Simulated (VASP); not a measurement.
A run of VASP 6.6.1:

INCAR

```
AGGAC = 1.0
AGGAX = 1.0
ALDAC = 0.0
ALDAX = 1.0
ALGO = Normal
EDIFF = 1E-6
ENCUT = 520
GGA = B5
ISIF = 2
ISMEAR = -1
ISPIN = 2
LASPH = T
LCHARG = F
LMAXMIX = 4
LORBIT = 11
LREAL = F
LWAVE = F
MAGMOM = -0.58 -0.58
NBANDS = 21
NELM = 150
PREC = Accurate
SIGMA = 0.05
```

Contents of KPOINTS:

```
k-points
0
Gamma
  12 12 12
```

Contents of POSCAR:

```
Ni
1.0
    2.9139639778      0.0000000000      0.0000000000
    0.0000000000      2.9139639778      0.0000000000
    0.0000000000      0.0000000000      2.9139639778
Ni
2
Direct
    0.0000000000      0.0000000000      0.0000000000
    0.5000000000      0.5000000000      0.5000000000
```

Potentials or basis: VASP PAW PBE potentials, release 64 (Ni).

Command:

```console
$ cat potpaw_PBE.64/Ni/POTCAR > POTCAR
$ mpirun -np 1 vasp_std > vasp.out
```

Hardware: 1 thread of Intel(R) Xeon(R) 6975P-C (Granite Rapids), on a shared host.

Q: How long does it take, and how much memory?

A: Run time: 33 s on 1 thread of Intel(R) Xeon(R) 6975P-C (Granite Rapids), with other jobs on the host, peak memory 0.19 GiB. Counts: scf iterations 14, k points 84.
